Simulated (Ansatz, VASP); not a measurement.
ZrTi2B3 in VASP and in Ansatz

```xyz
6
Lattice="3.3253 0.0000 0.0000 -1.6626 2.8798 0.0000 0.0000 0.0000 7.9347" Properties=species:S:1:pos:R:3 pbc="T T T"
Zr    0.0000    0.0000    0.0000
Ti    0.0000    1.9198    5.2179
Ti    1.6626    0.9599    2.7168
B     0.0000    1.9198    1.4766
B     1.6626    0.9599    6.4581
B     0.0000    0.0000    3.9674
```

Alike in both runs: task single point; functional PBE; k mesh 12 × 12 × 4; occupations gaussian, width 0.1 eV; no spin polarisation.

|  | VASP | Ansatz |
| --- | --- | --- |
| version | VASP 6.6.1 | Ansatz 0.2.0 |
| potentials or method | VASP PAW PBE potentials, release 64 (Zr_sv, Ti_sv, B), cutoff 520 eV | scalar-relativistic, plane waves, PAW |
| valence electrons in the cell | 45 | 45 |

```tsv
	VASP	Ansatz	Ansatz less VASP
gap on the k mesh at the Fermi level (eV)	none	none	-
pressure (GPa)	0.1	0.0	-0.07
```

A gap of «none» marks a metal or a gap that the smearing closes. With one functional, cell and mesh, what is left measures potentials, basis and numerics.
